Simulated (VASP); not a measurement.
Wanted: the native input for a VASP 6.6.1 run.

* Task: relaxation of cell and atoms
* Functional: PBE
* Dispersion: D4
* Potentials or basis: VASP PAW PBE potentials, release 64 (Fe)
* Cutoff: 600 eV
* k mesh: 13 × 13 × 13
* Occupations: fermi-dirac, width 0.05 eV
* Spin: collinear spin, ferromagnetic start
* Starting moments: [3.0] μB
* Dipole correction: no
* Further INCAR settings: ALGO = Normal; EDIFF = 1e-06; IBRION = 2; EDIFFG = -0.02; NSW = 80; ISIF = 3

The structure of Fe lies in POSCAR:

```
Fe
1.0
   -1.4430000000      1.4430000000      1.4430000000
    1.4430000000     -1.4430000000      1.4430000000
    1.4430000000      1.4430000000     -1.4430000000
Fe
1
Direct
    0.0000000000      0.0000000000      0.0000000000
```

One way to write it, as run:

INCAR

```
SYSTEM = Fe
ALGO = Normal
EDIFF = 1E-6
EDIFFG = -0.02
ENCUT = 600
GGA = PE
IBRION = 2
ISIF = 3
ISMEAR = -1
ISPIN = 2
IVDW = 13
LASPH = .True.
LCHARG = .False.
LMAXMIX = 4
LORBIT = 11
LREAL = .False.
LWAVE = .False.
MAGMOM = 3
NELM = 150
NSW = 80
PREC = Accurate
SIGMA = 0.05
```

KPOINTS

```
k-points
0
Gamma
  13 13 13
  0 0 0
```

Potentials or basis: VASP PAW PBE potentials, release 64 (Fe).

The run is started by

```console
$ cat potpaw_PBE.64/Fe/POTCAR > POTCAR
$ mpirun -np 1 vasp_std > vasp.out
```

Results of the run:

```
Relaxed volume                                        : 11.03 Å³/atom
Relaxed cell                                          : a = 2.429 Å, b = 2.429 Å, c = 2.429 Å, α = 109.47°, β = 109.47°, γ = 109.47°
Space group after relaxing (to 0.05 Å)                : Im-3m (No. 229)
Energy gained by relaxing                             : 48.1 meV/atom
Ionic steps                                           : 3
Pressure after relaxing                               : 0.1 GPa
Net moment                                            : 2.10 μB per cell
Site moments                                          : Fe +2.09 μB
Valence electrons inside the program's atomic spheres : Fe 7.33
Dispersion energy per atom                            : -0.363 eV
```

Caveat: pairwise dispersion overbinds metals, which lowers pressure and volume.

It took 25 s on 1 thread of Intel(R) Xeon(R) 6975P-C (Granite Rapids), on a shared host, peak memory 0.15 GiB.
